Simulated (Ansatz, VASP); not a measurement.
## Two plane-wave programs on AlN

Contents of INCAR:

```
PREC = Accurate ; ENCUT = 520
EDIFF = 1E-6 ; ISMEAR = 0
SIGMA = 0.05 ; LREAL = False
LASPH = True ; NELM = 100
ALGO = Normal ; ISIF = 2
LWAVE = False ; LCHARG = False
GGA = CA ; NBANDS = 16
```

The input KPOINTS:

```
Automatic mesh
0
Gamma
  9 9 6
```

File POSCAR:

```
AlN
1.0
    2.8504878489      0.0000000000      0.0000000000
   -1.4252439245      2.4685948904      0.0000000000
    0.0000000000      0.0000000000      5.9294870806
Al N
2 2
Direct
    0.3333333333      0.6666666667      0.0000000000
    0.6666666667      0.3333333333      0.5000000000
    0.3333333333      0.6666666667      0.3850000000
    0.6666666667      0.3333333333      0.8850000000
```

Input for Ansatz:

```yaml
crystal:
  lattice:
    - [2.8504878489, 0.0, 0.0]
    - [-1.4252439245, 2.4685948904, 0.0]
    - [0.0, 0.0, 5.9294870806]
  atoms:
    - { symbol: Al, position: [0.3333333333, 0.6666666667, 0.0] }
    - { symbol: Al, position: [0.6666666667, 0.3333333333, 0.5] }
    - { symbol: "N", position: [0.3333333333, 0.6666666667, 0.385] }
    - { symbol: "N", position: [0.6666666667, 0.3333333333, 0.885] }
basis:
  ecutwfc: 420
kpoints:
  mp_grid: { grid: [9, 9, 6] }
hamiltonian:
  xc: lda
scf:
  occupations: { method: gaussian, width: 0.05 }
output:
  forces: true
  stress: true
  eigenvalues: true
```

Alike in both runs: task single point; functional LDA; k mesh 9 × 9 × 6; occupations gaussian, width 0.05 eV; no spin polarisation.

|  | VASP | Ansatz |
| --- | --- | --- |
| version | VASP 6.6.1 | Ansatz 0.2.0 |
| potentials or method | VASP PAW LDA potentials, release 64 (Al, N), cutoff 520 eV | scalar-relativistic, plane waves, PAW |
| valence electrons in the cell | 16 | 16 |

```csv
,VASP,Ansatz,Ansatz less VASP
gap on the k mesh at the Fermi level (eV),1.83,1.85,+0.022
least direct gap on the mesh (eV),1.83,1.85,+0.022
pressure (GPa),15.8,14.8,-1.02
"traceless stress, the component that is largest in VASP (GPa)",-60.33,-59.31,+1.021
rms of the force components (eV/Å),0.448,0.401,-0.0464
```

LDA's correlation is that of Perdew and Zunger in VASP and of Perdew and Wang (1992) in Ansatz. Atom by atom the forces differ by 0.046 eV/Å (rms over components).
